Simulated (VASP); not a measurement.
A run of VASP 6.6.1 is set up as follows.

Contents of POSCAR:

```
Si2W
1.0
   -1.6026982449      1.6026982449      3.8979946893
    1.6026982449     -1.6026982449      3.8979946893
    1.6026982449      1.6026982449     -3.8979946893
W Si
1 2
Direct
    0.0000000000      0.0000000000      0.0000000000
    0.3347403810      0.3347403810      0.0000000000
    0.6652596190      0.6652596190      0.0000000000
```

INCAR.step1

```
  PREC = Accurate
  ENCUT = 550
  ISMEAR = 0
  SIGMA = 0.1
  LREAL = False
  LASPH = True
  NELM = 120
  NBANDS = 18
  GGA = PE
  ALGO = Normal
  EDIFF = 1E-5
  LWAVE = True
  LCHARG = False
  GGA_COMPAT = False
```

The input INCAR.step2:

```
  PREC = Accurate
  ENCUT = 550
  EDIFF = 1E-6
  ISMEAR = 0
  SIGMA = 0.1
  LREAL = False
  LASPH = True
  NELM = 120
  ALGO = Normal
  ISIF = 2
  LWAVE = False
  LCHARG = False
  METAGGA = R2SCAN
  LMIXTAU = True
  LUSE_VDW = True
  IVDW_NL = 2
  BPARAM = 11.95
  CPARAM = 0.0093
  NBANDS = 18
  ISTART = 1
  GGA_COMPAT = False
```

KPOINTS

```
regular mesh
0
Gamma
  18 18 18
```

Potentials or basis: VASP PAW PBE potentials, release 64 (W_sv, Si).

Command:

```sh
$ cat potpaw_PBE.64/W_sv/POTCAR potpaw_PBE.64/Si/POTCAR > POTCAR
$ cp INCAR.step1 INCAR
$ mpirun -np 1 vasp_std > vasp.out
$ cp INCAR.step2 INCAR
$ mpirun -np 1 vasp_std > vasp.out
```

Question: What does it give for the largest force?

Answer: 0.012 eV/Å.

Question: Predict the band gap on the k mesh.

Answer: Zero (bands 11 and 12 overlap by 1.32 eV).

Question: What does it give for the pressure?

Answer: 0.6 GPa.

Forces in eV/Å, atoms in the order of the input:
```
W    0.000  0.000  0.000
Si   0.000  0.000 -0.012
Si   0.000  0.000  0.012
```

Caveat: the PAW data sets were made with another functional, which shifts forces and pressure a little; spin-orbit coupling is left out, which moves the levels of the heavy elements.
